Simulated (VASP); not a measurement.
Crystal: Bi.

```xyz
1
Lattice="-1.9814 1.9814 1.9814 1.9814 -1.9814 1.9814 1.9814 1.9814 -1.9814" Properties=species:S:1:pos:R:3 pbc="T T T"
Bi    0.0000    0.0000    0.0000
```

Base run:

```yaml
Program: VASP 6.6.1
Functional: PBE
Potentials_or_basis: VASP PAW PBE potentials, release 64 (Bi_d)
Cutoff: 520 eV
k_mesh: 7 × 7 × 7
Occupations: fermi-dirac, width 0.05 eV
Spin: non-collinear spin, zero start, spin-orbit coupling
Starting_moments: "[[0.0, 0.0, 0.0]] μB"
```

Its results: pressure 2.4 GPa.

Q: The run is repeated on the same cell with these changes: spin from non-collinear spin, zero start, spin-orbit coupling to no spin polarisation; further incar settings from ALGO = Normal; EDIFF = 1e-07; NBANDS = 26 to ALGO = Fast; EDIFF = 1e-06; NBANDS = 14. What comes out?

A: Pressure 1.8 GPa.
